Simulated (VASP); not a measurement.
Write the native input for VASP 6.6.1 that does the following.

* Task: relaxation of cell and atoms
* Functional: PBE
* Potentials or basis: VASP PAW PBE potentials, release 64 (Zn, S)
* Cutoff: 600 eV
* k mesh: 10 × 10 × 10
* Occupations: gaussian, width 0.02 eV
* Spin: no spin polarisation
* Dipole correction: no
* Further INCAR settings: ALGO = Normal; EDIFF = 1e-06; IBRION = 2; EDIFFG = -0.005; NSW = 100; ISIF = 3

The structure of ZnS lies in POSCAR:

```
ZnS
1.0
    0.0000000000      2.7046500000      2.7046500000
    2.7046500000      0.0000000000      2.7046500000
    2.7046500000      2.7046500000      0.0000000000
Zn S
1 1
Direct
    0.0000000000      0.0000000000      0.0000000000
    0.7500000000      0.7500000000      0.7500000000
```

These files were run (other wordings do the same):

INCAR

```
ALGO     = Normal         # electronic algorithm
EDIFF    = 1E-6           # SCF threshold, eV
EDIFFG   = -0.005         # ionic threshold
ENCUT    = 600            # plane-wave cutoff, eV
GGA      = PE             # functional
IBRION   = 2              # ionic algorithm
ISIF     = 3              # what is computed and relaxed
ISMEAR   = 0              # smearing method
LASPH    = True           # aspherical terms in the spheres
LCHARG   = False          # write CHGCAR
LREAL    = False          # projectors in reciprocal space
LWAVE    = False          # write WAVECAR
NELM     = 60             # most SCF steps
NSW      = 100            # ionic steps
PREC     = Accurate       # precision mode
SIGMA    = 0.02           # smearing width, eV
```

KPOINTS

```
k-points
0
Gamma
  10 10 10
```

Potentials or basis: VASP PAW PBE potentials, release 64 (Zn, S).

Launch:

```console
$ cat potpaw_PBE.64/Zn/POTCAR potpaw_PBE.64/S/POTCAR > POTCAR
$ mpirun -np 1 vasp_std > vasp.out
```

Results of the run:

```yaml
Relaxed_volume: 20.19 Å³/atom
Relaxed_cell: a = 3.851 Å, b = 3.851 Å, c = 3.851 Å, α = 60.00°, β = 60.00°, γ = 60.00°
Space_group_after_relaxing_to_0.05_Å: F-43m (No. 216)
Energy_gained_by_relaxing: 2.0 meV/atom
Ionic_steps: 5
Pressure_after_relaxing: 0.0 GPa
Band_gap_on_the_k_mesh: 2.01 eV, direct
```

It took 59 s on 1 thread of Intel(R) Xeon(R) Platinum 8375C CPU @ 2.90GHz (Ice Lake), on a shared host, peak memory 0.19 GiB.
